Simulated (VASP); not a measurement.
Here is a VASP 6.6.1 calculation.

File INCAR:

```
ALGO = Normal ; EDIFF = 1E-6
ENCUT = 520 ; GGA = PE
ISIF = 2 ; ISMEAR = 0
LASPH = T ; LCHARG = F
LREAL = F ; LWAVE = F
NBANDS = 11 ; NELM = 80
PREC = Accurate ; SIGMA = 0.1
```

The input KPOINTS:

```
k-points
0
Gamma
  10 10 10
```

POSCAR

```
Ba
1.0
   -2.5119562648      2.5119562648      2.5119562648
    2.5119562648     -2.5119562648      2.5119562648
    2.5119562648      2.5119562648     -2.5119562648
Ba
1
Direct
    0.0000000000      0.0000000000      0.0000000000
```

Potentials or basis: VASP PAW PBE potentials, release 64 (Ba_sv).

The run is started by

```sh
$ cat potpaw_PBE.64/Ba_sv/POTCAR > POTCAR
$ mpirun -np 1 vasp_std > vasp.out
```

(1) Predict the band gap on the k mesh.

(2) Estimate the pressure.

Results:

(1) zero (band 5 reaches 1.95 eV, above the bottom of band 6 at 1.09 eV).

(2) 0.0 GPa.

Caveat: spin-orbit coupling is left out, which moves the levels of the heavy elements.
